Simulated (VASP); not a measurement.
Wanted: the native input for a VASP 6.6.1 run.

| Item | Value |
| --- | --- |
| Task | single point |
| Functional | r2SCAN |
| Potentials or basis | VASP PAW PBE potentials, release 64 (F_h, Li_sv) |
| Cutoff | 1490 eV |
| k mesh | 11 × 11 × 11 |
| Occupations | fermi-dirac, width 0.05 eV |
| Spin | no spin polarisation |
| Dipole correction | no |
| Further INCAR settings | ALGO = Normal; EDIFF = 1e-06; NBANDS = 12 |

Crystal: LiF.

```
F Li
1.0
     0.00000    2.05350    2.05350
     2.05350    0.00000    2.05350
     2.05350    2.05350    0.00000
F Li
1 1
Direct
  0.50000 0.50000 0.50000
  0.00000 0.00000 0.00000
```

These files were run (other wordings do the same):

POSCAR

```
LiF
1.0
    0.0000000000      2.0535002244      2.0535002244
    2.0535002244      0.0000000000      2.0535002244
    2.0535002244      2.0535002244      0.0000000000
F Li
1 1
Direct
    0.5000000000      0.5000000000      0.5000000000
    0.0000000000      0.0000000000      0.0000000000
```

INCAR.step1

```
ALGO = Normal ; EDIFF = 1E-5
ENCUT = 1490 ; GGA = PE
GGA_COMPAT = False ; ISMEAR = -1
LASPH = True ; LCHARG = False
LREAL = False ; LWAVE = True
NBANDS = 12 ; NELM = 120
PREC = Accurate ; SIGMA = 0.05
```

INCAR.step2

```
ALGO = Normal ; EDIFF = 1E-6
ENCUT = 1490 ; GGA_COMPAT = False
ISIF = 2 ; ISMEAR = -1
ISTART = 1 ; LASPH = True
LCHARG = True ; LELF = True
LMIXTAU = True ; LREAL = False
LVHAR = True ; LWAVE = False
METAGGA = R2SCAN ; NBANDS = 12
NELM = 120 ; PREC = Accurate
SIGMA = 0.05
```

KPOINTS

```
k-points
0
Gamma
  11 11 11
```

Potentials or basis: VASP PAW PBE potentials, release 64 (F_h, Li_sv).

Run with:

```console
$ cat potpaw_PBE.64/F_h/POTCAR potpaw_PBE.64/Li_sv/POTCAR > POTCAR
$ cp INCAR.step1 INCAR
$ mpirun -np 1 vasp_std > vasp.out
$ cp INCAR.step2 INCAR
$ mpirun -np 1 vasp_std > vasp.out
```

It gave:

- Pressure: -6.6 GPa
- Band gap on the k mesh: 9.72 eV

Caveat: the cell stands under tension; the PAW data sets were made with another functional, which shifts forces and pressure a little; an odd mesh through Γ misses points on the zone boundary, where band edges can lie.

Wall time 100 s on 1 thread of Intel(R) Xeon(R) 6975P-C (Granite Rapids), with other jobs on the host, peak memory 0.27 GiB.
